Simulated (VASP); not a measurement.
Set up this calculation in VASP 6.6.1, as the native input.

```
Task                   : single point
Functional             : PBE
Potentials or basis    : VASP PAW PBE potentials, release 64 (Al, Si, H)
Cutoff                 : 400 eV
k mesh                 : 3 × 3 × 1
Occupations            : fermi-dirac, width 0.05 eV
Spin                   : no spin polarisation
Dipole correction      : no
Further INCAR settings : LREAL = Auto; ALGO = Normal; EDIFF = 1e-06; NBANDS = 66; NELMDL = -8
```

The structure of Al27SiH4 lies in POSCAR:

```
Al27SiH4
1.0
    8.5913470000      0.0000000000      0.0000000000
    0.0000000000      8.5913470000      0.0000000000
    0.0000000000      0.0000000000     17.0500000000
Al Si H
27 1 4
Direct
    0.0000000000      0.0000000000      0.0586510264
    0.3333332945      0.0000000000      0.0586510264
    0.6666667055      0.0000000000      0.0586510264
    0.0000000000      0.3333332945      0.0586510264
    0.3333332945      0.3333332945      0.0586510264
    0.6666667055      0.3333332945      0.0586510264
    0.0000000000      0.6666667055      0.0586510264
    0.3333332945      0.6666667055      0.0586510264
    0.6666667055      0.6666667055      0.0586510264
    0.1665979735      0.1667155337      0.1828482698
    0.4999858579      0.1666752606      0.1828981232
    0.8332736415      0.1666579176      0.1829301466
    0.1667024973      0.4999191629      0.1826761877
    0.4999126447      0.5000013386      0.1828086804
    0.8332233583      0.4998159194      0.1826418768
    0.1666696736      0.8334520768      0.1826865103
    0.4998692289      0.8334207663      0.1828058651
    0.8331494468      0.8335346017      0.1826714956
    0.0000452781     -0.0000509815      0.3069097361
    0.3334048782     -0.0000242104      0.3070388270
    0.6668400194     -0.0000963760      0.3070864516
   -0.0000420190      0.3336409296      0.3070026979
    0.3332613617      0.3333992912      0.3070330792
    0.6666820698      0.3336299884      0.3070649853
   -0.0000708853      0.6665600866      0.3064196481
    0.3328855184      0.6667112852      0.3070496188
    0.6661064906      0.6667173378      0.3067697947
    0.9161753099      0.7880314926      0.5474812903
    0.8506616017      0.6688771854      0.4929456891
    1.0703875655      0.8408835076      0.5172447507
    0.8079128919      0.9234777736      0.5518496188
    0.9357056583      0.7182598957      0.6270099120
```

These files were run (other wordings do the same):

INCAR

```
SYSTEM = Al27SiH4
ALGO = Normal
EDIFF = 1E-6
ENCUT = 400
GGA = PE
GGA_COMPAT = .FALSE.
ISIF = 2
ISMEAR = -1
LASPH = .TRUE.
LCHARG = .FALSE.
LREAL = Auto
LWAVE = .FALSE.
NBANDS = 66
NELM = 120
NELMDL = -8
PREC = Accurate
SIGMA = 0.05
```

KPOINTS

```
k-points
0
G
  3 3 1
  0 0 0
```

Potentials or basis: VASP PAW PBE potentials, release 64 (Al, Si, H).

Launch:

```console
$ cat potpaw_PBE.64/Al/POTCAR potpaw_PBE.64/Si/POTCAR potpaw_PBE.64/H/POTCAR > POTCAR
$ mpirun -np 1 vasp_std > vasp.out
```

It gave:

```
Largest force          : 0.016 eV/Å
Band gap on the k mesh : zero (an odd number of electrons rules out a gap without spin polarisation)
```

It took 16 min on 1 thread of Intel Xeon 8259CL, with other jobs on the host, peak memory 0.78 GiB.
